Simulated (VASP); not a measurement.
A run of VASP 6.6.1:

The input POSCAR:

```
Na2S
1.0
    0.0000000000      3.2554286299      3.2554286299
    3.2554286299      0.0000000000      3.2554286299
    3.2554286299      3.2554286299      0.0000000000
Na S
2 1
Direct
    0.2500000000      0.2500000000      0.2500000000
    0.7500000000      0.7500000000      0.7500000000
    0.0000000000      0.0000000000      0.0000000000
```

File INCAR.step1:

```
PREC = Accurate
ENCUT = 550
ISMEAR = 0
SIGMA = 0.01
LREAL = F
LASPH = T
NELM = 120
NBANDS = 17
GGA = PE
ALGO = Normal
EDIFF = 1E-5
LWAVE = T
LCHARG = F
GGA_COMPAT = F
```

File INCAR.step2:

```
PREC = Accurate
ENCUT = 550
EDIFF = 1E-6
ISMEAR = 0
SIGMA = 0.01
LREAL = F
LASPH = T
NELM = 120
ALGO = Normal
ISIF = 2
LWAVE = F
LCHARG = T
METAGGA = R2SCAN
LMIXTAU = T
LELF = T
LVHAR = T
NBANDS = 17
ISTART = 1
GGA_COMPAT = F
```

KPOINTS

```
Automatic mesh
0
Gamma
  6 6 6
```

Potentials or basis: VASP PAW PBE potentials, release 64 (Na_pv, S).

The run is started by

```bash
$ cat potpaw_PBE.64/Na_pv/POTCAR potpaw_PBE.64/S/POTCAR > POTCAR
$ cp INCAR.step1 INCAR
$ mpirun -np 1 vasp_std > vasp.out
$ cp INCAR.step2 INCAR
$ mpirun -np 1 vasp_std > vasp.out
```

Hardware: 1 thread of Intel(R) Xeon(R) 6975P-C (Granite Rapids), with other jobs on the host.

Q: How long does it take, and how much memory?

A: Run time: 38 s on 1 thread of Intel(R) Xeon(R) 6975P-C (Granite Rapids), on a shared host, peak memory 0.2 GiB. Counts: k points 16.
